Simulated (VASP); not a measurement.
Wanted: the native input for a VASP 6.6.1 run.

```yaml
Task: single point
Functional: PBEsol
Potentials_or_basis: VASP PAW PBE potentials, release 64 (Be, Te)
Cutoff: 600 eV
k_mesh: 8 × 8 × 8
Occupations: fermi-dirac, width 0.02 eV
Spin: no spin polarisation
Dipole_correction: no
Further_INCAR_settings: ALGO = Normal; EDIFF = 1e-06; NBANDS = 11
```

The structure of BeTe lies in POSCAR:

```
BeTe
1.0
    0.0000000000      2.8028633001      2.8028633001
    2.8028633001      0.0000000000      2.8028633001
    2.8028633001      2.8028633001      0.0000000000
Be Te
1 1
Direct
    0.0000000000      0.0000000000      0.0000000000
    0.7500000000      0.7500000000      0.7500000000
```

One way to write it, as run:

INCAR

```
PREC = Accurate
ENCUT = 600
EDIFF = 1E-6
ISMEAR = -1
SIGMA = 0.02
LREAL = False
LASPH = True
NELM = 120
ALGO = Normal
ISIF = 2
LWAVE = False
LCHARG = True
GGA = PS
LELF = True
LVHAR = True
NBANDS = 11
GGA_COMPAT = False
```

KPOINTS

```
Automatic mesh
0
Gamma
  8 8 8
```

Potentials or basis: VASP PAW PBE potentials, release 64 (Be, Te).

Command:

```console
$ cat potpaw_PBE.64/Be/POTCAR potpaw_PBE.64/Te/POTCAR > POTCAR
$ mpirun -np 1 vasp_std > vasp.out
```

Results of the run:

The pressure is 0.2 GPa. The band gap on the k mesh is 1.82 eV, indirect (least direct gap 3.59 eV).

Caveat: the PAW data sets were made with another functional, which shifts forces and pressure a little; spin-orbit coupling is left out, which moves the levels of the heavy elements.

It took 16 s on 1 thread of Intel(R) Xeon(R) Platinum 8375C CPU @ 2.90GHz (Ice Lake), on a shared host, peak memory 0.18 GiB.
